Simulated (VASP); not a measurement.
# NaSe7 (Fm-3m) in VASP: notebook

The runs below take NaSe7 through single point, relaxation of cell and atoms, with PBE.

Program: VASP 6.6.1. These are calculated values, not measurements. Logs are shortened: lines on timing, memory, paths and dates and some standing lists are left out, and cuts for length are marked.

## (1) The cell of the first run

The structure is cubic, space group Fm-3m (No. 225). Conventional cell: a = 8.748 Å, b = 8.748 Å, c = 8.748 Å, α = 90.00°, β = 90.00°, γ = 90.00°. Na (site symmetry m-3m) has 12 Se at 3.09 Å within 4.1 Å. Within 4.1 Å of Se (site symmetry mmm) lie 2 Na at 3.09 Å and 10 Se at 3.09 Å. Se (site symmetry m-3m) has 12 Se at 3.09 Å within 4.1 Å.

The cell was built from a structure type or drawn by symmetry, and may not be a known phase.

## (2) Single point, PBE

Contents of INCAR:

```
PREC     = Accurate       # precision mode
ENCUT    = 520            # plane-wave cutoff, eV
EDIFF    = 1E-7           # SCF threshold, eV
ISMEAR   = 0              # smearing method
SIGMA    = 0.1            # smearing width, eV
LREAL    = F              # projectors in reciprocal space
LASPH    = T              # aspherical terms in the spheres
NELM     = 100            # most SCF steps
ALGO     = Normal         # electronic algorithm
ISIF     = 2              # what is computed and relaxed
LWAVE    = F              # write WAVECAR
LCHARG   = F              # write CHGCAR
GGA      = PE             # functional
NBANDS   = 34             # bands
```

Contents of KPOINTS:

```
Automatic mesh
0
Gamma
  8 8 8
```

Contents of POSCAR:

```
NaSe7
1.0
    0.0000000000      4.3740989577      4.3740989577
    4.3740989577      0.0000000000      4.3740989577
    4.3740989577      4.3740989577      0.0000000000
Na Se
1 7
Direct
    0.0000000000      0.0000000000      0.0000000000
    0.5000000000      0.0000000000      0.0000000000
    0.0000000000      0.5000000000      0.5000000000
    0.0000000000      0.5000000000      0.0000000000
    0.5000000000      0.0000000000      0.5000000000
    0.0000000000      0.0000000000      0.5000000000
    0.5000000000      0.5000000000      0.0000000000
    0.5000000000      0.5000000000      0.5000000000
```

Potentials or basis: VASP PAW PBE potentials, release 64 (Na_pv, Se).

Started as:

```
$ cat potpaw_PBE.64/Na_pv/POTCAR potpaw_PBE.64/Se/POTCAR > POTCAR
$ mpirun -np 1 vasp_std > vasp.out
```

OUTCAR:

```text
PREC = Accurate
   ENCUT = 520
   EDIFF = 1E-7
   ISMEAR = 0
   LREAL = F
   LASPH = T
   NELM = 100
   ISIF = 2
   GGA = PE

 ion  position               nearest neighbor table
   1  0.000  0.000  0.000-
   2  0.500  0.000  0.000-
   3  0.000  0.500  0.500-
   4  0.000  0.500  0.000-
   5  0.500  0.000  0.500-
   6  0.000  0.000  0.500-
   7  0.500  0.500  0.000-
   8  0.500  0.500  0.500-

  LATTYP: Found a face centered cubic cell.
 ALAT       =     8.7481979154

  Lattice vectors:

 A1 = (   0.0000000000,   4.3740989577,   4.3740989577)
 A2 = (   4.3740989577,   0.0000000000,   4.3740989577)
 A3 = (   4.3740989577,   4.3740989577,   0.0000000000)

Analysis of symmetry for initial positions (statically):
=====================================================================
 Subroutine PRICEL returns:
 Original cell was already a primitive cell.

 Routine SETGRP: Setting up the symmetry group for a
 face centered cubic supercell.

 Subroutine GETGRP returns: Found 48 space group operations
 (whereof 48 operations were pure point group operations)
 out of a pool of 48 trial point group operations.

The static configuration has the point symmetry O_h .

Analysis of symmetry for dynamics (positions and initial velocities):
=====================================================================
 Subroutine PRICEL returns:
 Original cell was already a primitive cell.

 Routine SETGRP: Setting up the symmetry group for a
 face centered cubic supercell.

 Subroutine GETGRP returns: Found 48 space group operations
 (whereof 48 operations were pure point group operations)
 out of a pool of 48 trial point group operations.

The dynamic configuration has the point symmetry O_h .

 Subroutine INISYM returns: Found 48 space group operations
 (whereof 48 operations are pure point group operations),
 and found     1 'primitive' translations

----------------------------------------------------------------------------------------

                                     Primitive cell

  volume of cell :     167.3770

  direct lattice vectors                    reciprocal lattice vectors
     0.000000000  4.374098958  4.374098958    -0.114309257  0.114309257  0.114309257
[... 101 lines left out ...]
   NSW    =      0    number of steps for IOM
   IBRION =     -1    ionic relax: 0-MD 1-quasi-New 2-CG
   NFREE  =      0    steps in history (QN), initial steepest desc. (CG)
   ISIF   =      2    stress and relaxation
   ISYM   =      2    0-nonsym 1-usesym 2-fastsym
   POTIM  = 0.5000    time-step for ionic-motion
   TEBEG  =    0.0;   TEEND  =   0.0 temperature during run
   PSTRESS=    0.0 pullay stress
   NELECT =      49.0000    total number of electrons
   NUPDOWN=      -1.0000    fix difference up-down
   EMIN   =  10.00;   EMAX   =-10.00  energy-range for DOS
   EFERMI =   0.00;   METHOD = LEGACY
   ISMEAR =     0;   SIGMA  =   0.10  broadening in eV -4-tet -1-fermi 0-gaus
   EFERMI_NEDOS =   21; number of points for ismear=-14 and -15
   IALGO  =     38    algorithm
   IMIX   =      4    mixing-type and parameters
     AMIX     =   0.40;   BMIX     =  1.00
     AMIX_MAG =   1.60;   BMIX_MAG =  1.00
  volume/ion in A,a.u.               =      20.92       141.19
  Fermi-wavevector in a.u.,A,eV,Ry     =   1.087030  2.054189 16.077114  1.181635
  Thomas-Fermi vector in A             =   2.223180
   LORBIT       =      0    0 simple, 1 ext, 2 COOP (PROOUT), +10 PAW based schemes
   GGA     = PE    functional components
   LHFCALC =     F    Hartree Fock is set to
   AEXX    =    0.0000 exact exchange contribution
   IVDW    =     0    specifies the selected vdW correction
   LEPSILON=     F    determine dielectric tensor
   LRPA    =     F    only Hartree local field effects (RPA)
 non-spin polarized calculation
 Gauss-broadening in eV      SIGMA  =   0.10
  energy-cutoff  :      520.00
  volume of cell :      167.38
 maximum number of plane-waves:      4573
 NGX is ok and might be reduce to    48
   NGX = 23   NGY = 23   NGZ = 23

 number of electron      49.0000001 magnetization

 Free energy of the ion-electron system (eV)
  ---------------------------------------------------
  ext. energy  EPLUGINS =         0.00000000
  ---------------------------------------------------
  free energy    TOTEN  =       -22.85313718 eV

  energy without entropy =      -22.81584557  energy(sigma->0) =      -22.83449138

 E-fermi :   4.5894     XC(G=0): -10.1462

 val. band max:        4.5828070139   @ k =   0.5000   0.1250   0.0000
 cond. band min:       4.5984261596   @ k =  -0.3750   0.1250   0.0000
 fundamental gap:      0.0156191457
 Fermi energy:         4.5893946966

 k-point     1 :       0.0000    0.0000    0.0000
  band No.  band energies     occupation
      1     -19.0595      2.00000
      2     -19.0595      2.00000
      3     -19.0595      2.00000
      4     -10.8648      2.00000
      5      -8.1283      2.00000
      6      -8.1283      2.00000
[... 877 lines left out ...]
     33      10.6778      0.00000
     34      12.2606      0.00000

 [... further k-points ...]

------------------------ aborting loop because EDIFF is reached ----------------------------------------

  FORCE on cell =-STRESS in cart. coord.  units (eV):
  Direction    XX          YY          ZZ          XY          YZ          ZX
  --------------------------------------------------------------------------------------
  -------------------------------------------------------------------------------------
  Total        0.0069976      0.0069976      0.0069976     -0.0000000      0.0000000      0.0000000
  in kB        0.0669832      0.0669832      0.0669832     -0.0000000      0.0000000      0.0000000
  external PRESSURE =       0.0669832 kB  Pullay stress =       0.0000000 kB

 VOLUME and BASIS-vectors are now :
 -----------------------------------------------------------------------------
  energy-cutoff  :      520.00
  volume of cell :      167.38
      direct lattice vectors                 reciprocal lattice vectors
     0.000000000  4.374098958  4.374098958    -0.114309257  0.114309257  0.114309257
     4.374098958  0.000000000  4.374098958     0.114309257 -0.114309257  0.114309257
     4.374098958  4.374098958  0.000000000     0.114309257  0.114309257 -0.114309257

 POSITION                                       TOTAL-FORCE (eV/Angst)
 -----------------------------------------------------------------------------------
      0.00000      0.00000      0.00000        -0.000000      0.000000      0.000000
      0.00000      2.18705      2.18705         0.000000      0.000000      0.000000
      4.37410      2.18705      2.18705         0.000000      0.000000      0.000000
      2.18705      0.00000      2.18705        -0.000000      0.000000      0.000000
      2.18705      4.37410      2.18705         0.000000     -0.000000      0.000000
      2.18705      2.18705      0.00000         0.000000      0.000000     -0.000000
      2.18705      2.18705      4.37410        -0.000000      0.000000     -0.000000
      4.37410      4.37410      4.37410        -0.000000     -0.000000     -0.000000
 -----------------------------------------------------------------------------------
    total drift:                                0.000000      0.000000      0.000000

  FREE ENERGIE OF THE ION-ELECTRON SYSTEM (eV)
  ---------------------------------------------------
  free  energy   TOTEN  =       -22.8531371833 eV

  energy  without entropy=      -22.8158455675  energy(sigma->0) =      -22.83449138
```

stdout:

```text
POSCAR found type information on POSCAR NaSe
 POSCAR found :  2 types and       8 ions
 scaLAPACK will be used
 LDA part: xc-table for (Slater+PW92), standard interpolation
 POSCAR, INCAR and KPOINTS ok, starting setup
 FFT: planning ... GRIDC
 FFT: planning ... GRID_SOFT
 FFT: planning ... GRID
 WAVECAR not read
 entering main loop
```

Wall time 4.4 min (1 thread of AMD EPYC 7R43 (Zen 3), shared host); peak memory 0.34 GiB.

What came out:

| Item | Value |
| --- | --- |
| Free energy | -22.8531 eV |
| Pressure | 0.0 GPa |
| Band gap on the k mesh | zero (an odd number of electrons rules out a gap without spin polarisation) |

Levels at points of the mesh, in eV from the Fermi level:
```tsv
k point	band 23	band 24	band 25	band 26	band 27	band 28
(0.00, 0.00, 0.00)	0.05	1.68	1.68	1.75	1.75	1.75
(0.50, 0.00, 0.00)	-1.69	0.25	0.29	0.29	0.34	1.34
(0.50, 0.50, 0.00)	-2.00	-1.94	-1.60	0.72	0.72	1.12
```

## (3) Relaxation of cell and atoms, PBE

This run uses another cell than the first one, of 20.73 Å³/atom.

Contents of INCAR:

```
PREC = Accurate ; ENCUT = 600
EDIFF = 1E-6 ; ISMEAR = 0
SIGMA = 0.1 ; LREAL = F
LASPH = T ; NELM = 100
ALGO = Normal ; ISIF = 3
LWAVE = F ; LCHARG = F
GGA = PE ; IBRION = 2
NSW = 100 ; EDIFFG = -0.01
```

Contents of KPOINTS:

```
regular mesh
0
Gamma
  8 8 8
```

POSCAR: that of step 2 with these lines changed.

```diff
@@ -2,5 +2,5 @@
 1.0
-    0.0000000000      4.3740989577      4.3740989577
-    4.3740989577      0.0000000000      4.3740989577
-    4.3740989577      4.3740989577      0.0000000000
+    0.0000000000      4.3606892661      4.3606892661
+    4.3606892661      0.0000000000      4.3606892661
+    4.3606892661      4.3606892661      0.0000000000
 Na Se
```

Potentials or basis: VASP PAW PBE potentials, release 64 (Na_pv, Se).

Started as:

```
$ cat potpaw_PBE.64/Na_pv/POTCAR potpaw_PBE.64/Se/POTCAR > POTCAR
$ mpirun -np 1 vasp_std > vasp.out
```

OUTCAR:

```text
PREC = Accurate
   ENCUT = 600
   EDIFF = 1E-6
   ISMEAR = 0
   LREAL = F
   LASPH = T
   NELM = 100
   ISIF = 3
   GGA = PE
   IBRION = 2
   NSW = 100
   EDIFFG = -0.01

 ion  position               nearest neighbor table
   1  0.000  0.000  0.000-
   2  0.500  0.000  0.000-
   3  0.000  0.500  0.500-
   4  0.000  0.500  0.000-
   5  0.500  0.000  0.500-
   6  0.000  0.000  0.500-
   7  0.500  0.500  0.000-
   8  0.500  0.500  0.500-

  LATTYP: Found a face centered cubic cell.
 ALAT       =     8.7213785322

  Lattice vectors:

 A1 = (   0.0000000000,   4.3606892661,   4.3606892661)
 A2 = (   4.3606892661,   0.0000000000,   4.3606892661)
 A3 = (   4.3606892661,   4.3606892661,   0.0000000000)

Analysis of symmetry for initial positions (statically):
[... 242 lines left out ...]
 cond. band min:       4.5839937341   @ k =  -0.3750   0.1250   0.0000
 fundamental gap:      0.0155768623
 Fermi energy:         4.5748728562

 k-point     1 :       0.0000    0.0000    0.0000
  band No.  band energies     occupation
      1     -19.0731      2.00000
      2     -19.0731      2.00000
      3     -19.0731      2.00000
      4     -10.8689      2.00000
      5      -8.1390      2.00000
      6      -8.1390      2.00000
[... 757 lines left out ...]
     28       5.1790      0.00000
     29       5.3579      0.00000

 [... further k-points ...]

------------------------ aborting loop because EDIFF is reached ----------------------------------------

  FORCE on cell =-STRESS in cart. coord.  units (eV):
  Direction    XX          YY          ZZ          XY          YZ          ZX
  --------------------------------------------------------------------------------------
  -------------------------------------------------------------------------------------
  Total       -0.0710034     -0.0710034     -0.0710034      0.0000000      0.0000000     -0.0000000
  in kB       -0.6787807     -0.6787807     -0.6787807      0.0000000      0.0000000     -0.0000000
  external PRESSURE =      -0.6787807 kB  Pullay stress =       0.0000000 kB

 VOLUME and BASIS-vectors are now :
 -----------------------------------------------------------------------------
  energy-cutoff  :      600.00
  volume of cell :      167.59
      direct lattice vectors                 reciprocal lattice vectors
    -0.000000000  4.375993295  4.375993295    -0.114259773  0.114259773  0.114259773
     4.375993295 -0.000000000  4.375993295     0.114259773 -0.114259773  0.114259773
     4.375993295  4.375993295 -0.000000000     0.114259773  0.114259773 -0.114259773

 POSITION                                       TOTAL-FORCE (eV/Angst)
 -----------------------------------------------------------------------------------
     -0.00000      4.37599      4.37599        -0.000000      0.000000     -0.000000
      4.37599      2.18800      6.56399         0.000000     -0.000000      0.000000
      4.37599      2.18800      2.18800        -0.000000     -0.000000      0.000000
      6.56399      4.37599      2.18800        -0.000000     -0.000000      0.000000
      2.18800      4.37599      2.18800         0.000000      0.000000      0.000000
      2.18800      2.18800     -0.00000        -0.000000      0.000000      0.000000
      2.18800      2.18800      4.37599        -0.000000      0.000000      0.000000
      4.37599      4.37599      4.37599         0.000000     -0.000000      0.000000
 -----------------------------------------------------------------------------------
    total drift:                               -0.000000     -0.000000      0.000000

  FREE ENERGIE OF THE ION-ELECTRON SYSTEM (eV)
  ---------------------------------------------------
  free  energy   TOTEN  =       -22.8532587903 eV

  energy  without entropy=      -22.8159016225  energy(sigma->0) =      -22.83458021

 reached required accuracy - stopping structural energy minimisation
```

OSZICAR:

```text
N       E                     dE             d eps       ncg     rms          rms(c)
DAV:   1     0.386403053499E+03    0.38640E+03   -0.22620E+04  1690   0.170E+03
DAV:   2     0.176558652982E+02   -0.36875E+03   -0.35821E+03  1971   0.331E+02
DAV:   3    -0.206741371716E+02   -0.38330E+02   -0.36075E+02  2042   0.106E+02
DAV:   4    -0.228487631733E+02   -0.21746E+01   -0.20722E+01  2199   0.212E+01
[... 12 lines left out ...]
DAV:   2    -0.228574120773E+02    0.11024E-01   -0.18074E-02  1740   0.866E-01    0.339E-01
DAV:   3    -0.228533039032E+02    0.41082E-02   -0.11030E-02  1750   0.580E-01    0.748E-02
DAV:   4    -0.228532686828E+02    0.35220E-04   -0.25572E-04  2129   0.105E-01    0.484E-02
DAV:   5    -0.228532592611E+02    0.94217E-05   -0.25014E-05  2018   0.424E-02    0.418E-03
DAV:   6    -0.228532587903E+02    0.47084E-06   -0.32126E-06  1458   0.161E-02
   2 F= -.22853259E+02 E0= -.22834580E+02  d E =-.264356E-02
```

CONTCAR:

```text
NaSe7
   1.00000000000000
    -0.0000000000000000    4.3759932949908773    4.3759932949908773
     4.3759932949908773   -0.0000000000000000    4.3759932949908773
     4.3759932949908773    4.3759932949908773   -0.0000000000000000
  Na              Se
     1     7
Direct
     1.0000000000000000    0.0000000000000000    0.0000000000000000
     0.5000000000000000    1.0000000000000000    0.0000000000000000
     0.0000000000000000    0.5000000000000000    0.5000000000000000
     0.0000000000000000    0.5000000000000000    1.0000000000000000
     0.5000000000000000    0.0000000000000000    0.5000000000000000
     0.0000000000000000    0.0000000000000000    0.5000000000000000
     0.5000000000000000    0.5000000000000000    0.0000000000000000
     0.5000000000000000    0.5000000000000000    0.5000000000000000

  0.00000000E+00  0.00000000E+00  0.00000000E+00
  0.00000000E+00  0.00000000E+00  0.00000000E+00
  0.00000000E+00  0.00000000E+00  0.00000000E+00
  0.00000000E+00  0.00000000E+00  0.00000000E+00
  0.00000000E+00  0.00000000E+00  0.00000000E+00
  0.00000000E+00  0.00000000E+00  0.00000000E+00
  0.00000000E+00  0.00000000E+00  0.00000000E+00
  0.00000000E+00  0.00000000E+00  0.00000000E+00
```

Run time: 6.7 min. Hardware: 1 thread of AMD EPYC 7R43 (Zen 3), shared host; peak memory 0.39 GiB.

Results:

* Free energy: -22.8533 eV
* Relaxed volume: 20.95 Å³/atom
* Relaxed cell: a = 6.189 Å, b = 6.189 Å, c = 6.189 Å, α = 60.00°, β = 60.00°, γ = 60.00°
* Space group after relaxing (to 0.1 Å): Fm-3m (No. 225)
* Energy gained by relaxing: 0.3 meV/atom
* Ionic steps: 2
* Pressure after relaxing: -0.1 GPa
* Band gap on the k mesh: zero (an odd number of electrons rules out a gap without spin polarisation)

The path:
| step | energy change (eV) | largest force (eV/Å) | pressure (GPa) | volume (Å³) |
| --- | --- | --- | --- | --- |
| 1 | 0.0000 | 0.0000 | 0.56 | 165.84 |
| 2 | -0.0026 | 0.0000 | -0.07 | 167.59 |

Final structure:
```
CELL_PARAMETERS angstrom
0.00000 4.37599 4.37599
4.37599 0.00000 4.37599
4.37599 4.37599 0.00000
ATOMIC_POSITIONS crystal
Na 0.00000 0.00000 0.00000
Se 0.50000 0.00000 0.00000
Se 0.00000 0.50000 0.50000
Se 0.00000 0.50000 0.00000
Se 0.50000 0.00000 0.50000
Se 0.00000 0.00000 0.50000
Se 0.50000 0.50000 0.00000
Se 0.50000 0.50000 0.50000
```

[end of part 1 of 2]
